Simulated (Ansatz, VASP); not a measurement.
## KPd2Se2I: VASP beside Ansatz

```
K Pd Se I
1.0
     4.06134    0.00000    0.00000
    -2.03067    3.51722    0.00000
     0.00000    0.00000   10.18609
K Pd Se I
1 2 2 1
Direct
  0.00000 0.00000 0.50000
  0.66667 0.33333 0.17256
  0.33333 0.66667 0.82744
  0.66667 0.33333 0.72756
  0.33333 0.66667 0.27244
  0.00000 0.00000 0.00000
```

Change from the starting cell: species swapped into the SrEuP2Pt2 type (P-3m1, No. 164).

Alike in both runs: functional PBE; k mesh 3 × 3 × 2; occupations gaussian, width 0.15 eV; no spin polarisation.

Ansatz relaxed the structure, and its values are those at the end. VASP's run is a single point on that final structure, the one shown.

```csv
,VASP,Ansatz
version,VASP 6.6.1,Ansatz 0.2.0
potentials or method,"VASP PAW PBE potentials, release 64 (K_sv, Pd, Se, I), cutoff 520 eV","scalar-relativistic, plane waves, PAW"
valence electrons in the cell,48,94
```

|  | VASP | Ansatz | Ansatz less VASP |
| --- | --- | --- | --- |
| gap on the k mesh at the Fermi level (eV) | none | none | - |
| pressure (GPa) | -0.1 | -0.1 | -0.01 |
| rms of the force components (eV/Å) | 0.010 | 0.011 | +0.0010 |

A gap of «none» marks a metal or a gap that the smearing closes. VASP's potentials hold 48 valence electrons a cell and Ansatz's 94, so a difference there can come from the potentials and not from the codes.

The k mesh is coarse, so the values compare programs but aren't converged. Spin-orbit coupling is off throughout.
